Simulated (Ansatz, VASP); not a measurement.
**One calculation of Se, two programs**

```
Se
1.0
     1.39427   -4.03900    0.00000
     1.39427    4.03900    0.00000
     0.00000    0.00000    4.61343
Se
2
Direct
  0.06434 0.93566 0.25000
  0.93566 0.06434 0.75000
```

Alike in both runs: task single point; functional PBE; k mesh 10 × 10 × 6; occupations fermi-dirac, width 0.05 eV; no spin polarisation.

```csv
,VASP,Ansatz
version,VASP 6.6.1,Ansatz 0.2.0
potentials or method,"VASP PAW PBE potentials, release 64 (Se)",Ansatz PAW
plane-wave cutoff (eV),520,420
valence electrons in the cell,12,32
```

```csv
,VASP,Ansatz,Ansatz less VASP
gap on the k mesh at the Fermi level (eV),none,none,-
pressure (GPa),1.6,1.5,-0.05
"traceless stress, the component that is largest in VASP (GPa)",1.72,1.67,-0.055
rms of the force components (eV/Å),0.018,0.021,+0.0030
```

Atom by atom the forces differ by 0.003 eV/Å (rms over components). A gap of «none» marks a metal or a gap that the smearing closes. VASP's potentials hold 12 valence electrons a cell and Ansatz's 32, so a difference there can come from the potentials and not from the codes.
